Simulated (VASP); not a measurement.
SiC (Moissanite):

```
CELL_PARAMETERS angstrom
3.11648 0.00000 0.00000
-1.55824 2.69895 0.00000
0.00000 0.00000 5.11443
ATOMIC_POSITIONS crystal
Si 0.66667 0.33333 0.50000
Si 0.33333 0.66667 0.00000
C 0.66667 0.33333 0.88500
C 0.33333 0.66667 0.38500
```

Program: VASP 6.6.1. Alike in all runs: task single point; potentials or basis VASP PAW PBE potentials, release 64 (Si, C); no spin polarisation; cell as given; k mesh 10 × 10 × 5; cutoff (eV) 520; smearing fermi-dirac 0.05 eV.

Question: Order these runs on this cell by their pressure, lowest first.
A. level revPBE
B. level BLYP
C. level r2SCAN
D. level revPBE+D4

Answer: D (-10.7 GPa), C (-8.3 GPa), A (-2.6 GPa), B (0.4 GPa).

Caveats: the PAW data sets were made with another functional, which shifts forces and pressure a little.
